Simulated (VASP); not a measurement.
The system is SiO2.

```
Si O
1.0
    -0.06954    2.21727    2.21727
     2.21727   -0.06954    2.21727
     2.21727    2.21727   -0.06954
Si O
1 2
Direct
  0.00000 0.00000 0.00000
  0.24931 0.24931 0.24931
  0.75069 0.75069 0.75069
```

This cell differs from its parent crystal: epitaxial 111 strain +1.0%.

Base run:

| Quantity | Value |
| --- | --- |
| Program | VASP 6.6.1 |
| Functional | PBE |
| Potentials or basis | VASP PAW PBE potentials, release 64 (Si, O) |
| Cutoff | 520 eV |
| k mesh | 10 × 10 × 10 |
| Occupations | fermi-dirac, width 0.02 eV |
| Spin | no spin polarisation |

Its results: band gap on the k mesh 2.15 eV, direct; pressure 16.2 GPa; largest force 0.051 eV/Å.

Question: The run is repeated on the same cell with these changes: functional from PBE to r2SCAN; occupations from fermi-dirac, width 0.02 eV to gaussian, width 0.01 eV. What comes out?

Answer: Band gap on the k mesh 2.78 eV, direct; pressure 6.4 GPa; largest force 0.007 eV/Å.

Caveats: the PAW data sets were made with another functional, which shifts forces and pressure a little (some runs).

A k mesh can miss the band edges.
